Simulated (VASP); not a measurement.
**BeCo: single point with LDA**

BeCo:

```
Be Co
1.0
     2.53457    0.00000    0.00000
     0.00000    2.53457    0.00000
     0.00000    0.00000    2.53457
Be Co
1 1
Cartesian
  0.0000 0.0000 0.0000
  1.2673 1.2673 1.2673
```

```
Program                : VASP 6.6.1
Task                   : single point
Functional             : LDA
Potentials or basis    : VASP PAW LDA potentials, release 64 (Be, Co)
Cutoff                 : 520 eV
k mesh                 : 11 × 11 × 11
Occupations            : fermi-dirac, width 0.05 eV
Spin                   : collinear spin, ferromagnetic start
Starting moments       : [0.0, 3.2] μB
Dipole correction      : no
Further INCAR settings : ALGO = Normal; EDIFF = 1e-07; NBANDS = 16
```

The pressure is 1.5 GPa. The net moment is 0.36 μB per cell and the site moments are Be -0.01; Co +0.38 μB. The valence electrons inside the program's atomic spheres are Be 1.26; Co 8.64.

Levels at points of the mesh, in eV from the Fermi level:
Spin up:
```
           k point  band 4  band 5  band 6  band 7  band 8  band 9
(0.00, 0.00, 0.00)   -0.17   -0.17   -0.17    8.03    8.03    8.03
```
Spin down:
| k point | band 1 | band 2 | band 3 | band 4 | band 5 | band 6 | band 7 | band 8 | band 9 | band 10 |
| --- | --- | --- | --- | --- | --- | --- | --- | --- | --- | --- |
| (0.00, 0.00, 0.00) | -9.79 | -2.83 | -2.83 | 0.21 | 0.21 | 0.21 | 8.04 | 8.04 | 8.04 | 16.18 |

It took 14 s on 1 thread of Intel(R) Xeon(R) 6975P-C (Granite Rapids), with other jobs on the host, peak memory 0.13 GiB.
